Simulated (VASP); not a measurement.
Write the native input for VASP 6.6.1 that does the following.

```yaml
Task: relaxation of cell and atoms
Functional: PBE
Potentials_or_basis: VASP PAW PBE potentials, release 64 (Y_sv)
Cutoff: 600 eV
k_mesh: 7 × 7 × 4
Occupations: gaussian, width 0.05 eV
Spin: no spin polarisation
Dipole_correction: no
Further_INCAR_settings: ALGO = Normal; EDIFF = 1e-06; IBRION = 2; EDIFFG = -0.02; NSW = 60; ISIF = 3
```

The structure of Y lies in POSCAR:

```
Y
1.0
    3.6474000000      0.0000000000      0.0000000000
   -1.8237000000      3.1587410600      0.0000000000
    0.0000000000      0.0000000000      5.7306000000
Y
2
Direct
    0.3333333333      0.6666666667      0.2500000000
    0.6666666667      0.3333333333      0.7500000000
```

The input as run:

INCAR

```
SYSTEM = Y
ALGO = Normal ; EDIFF = 1E-6
EDIFFG = -0.02 ; ENCUT = 600
GGA = PE ; IBRION = 2
ISIF = 3 ; ISMEAR = 0
LASPH = .TRUE. ; LCHARG = .FALSE.
LREAL = .FALSE. ; LWAVE = .FALSE.
NELM = 100 ; NSW = 60
PREC = Accurate ; SIGMA = 0.05
```

KPOINTS

```
k-points
0
G
  7 7 4
  0 0 0
```

Potentials or basis: VASP PAW PBE potentials, release 64 (Y_sv).

The run is started by

```bash
$ cat potpaw_PBE.64/Y_sv/POTCAR > POTCAR
$ mpirun -np 1 vasp_std > vasp.out
```

It gave:

* Relaxed volume: 32.89 Å³/atom
* Relaxed cell: a = 3.660 Å, b = 3.660 Å, c = 5.671 Å, α = 90.00°, β = 90.00°, γ = 120.00°
* Space group after relaxing (to 0.1 Å): P6_3/mmc (No. 194)
* Energy gained by relaxing: 0.8 meV/atom
* Ionic steps: 5
* Pressure after relaxing: 0.0 GPa
* Band gap on the k mesh: zero (bands 11 and 12 overlap by 1.47 eV)

Run time: 80 s on 1 thread of Intel(R) Xeon(R) Platinum 8488C (Sapphire Rapids), with other jobs on the host, peak memory 0.22 GiB.
